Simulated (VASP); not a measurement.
Crystal: SnO.

```
CELL_PARAMETERS angstrom
3.15752 0.00000 0.00000
0.00000 3.15752 0.00000
0.00000 0.00000 3.15752
ATOMIC_POSITIONS crystal
Sn 0.00000 0.00000 0.00000
O 0.50000 0.50000 0.50000
```

The cell was built from a structure type or drawn by symmetry, and may not be a known phase.

* Program: VASP 6.6.1
* Task: relaxation of cell and atoms
* Functional: PBE
* Potentials or basis: VASP PAW PBE potentials, release 64 (Sn_d, O)
* Cutoff: 600 eV
* k mesh: 12 × 12 × 12
* Occupations: gaussian, width 0.02 eV
* Spin: no spin polarisation

At the start: pressure -2.4 GPa; volume 15.74 Å³/atom.

How do energy, volume and symmetry change on relaxing?

Over 3 steps the energy falls by 3.1 meV/atom and the volume is 15.34 Å³/atom (-2.5 %); space group Pm-3m (No. 221, to 0.1 Å) before and after.

Step by step:
| step | energy change (eV) | largest force (eV/Å) | pressure (GPa) | volume (Å³) |
| --- | --- | --- | --- | --- |
| 1 | 0.0000 | 0.0000 | -2.41 | 31.48 |
| 2 | -0.0054 | 0.0000 | 0.83 | 30.41 |
| 3 | -0.0061 | 0.0000 | 0.00 | 30.68 |

Final structure:
```
CELL_PARAMETERS angstrom
3.13051 0.00000 0.00000
0.00000 3.13051 0.00000
0.00000 0.00000 3.13051
ATOMIC_POSITIONS crystal
Sn 0.00000 0.00000 0.00000
O 0.50000 0.50000 0.50000
```
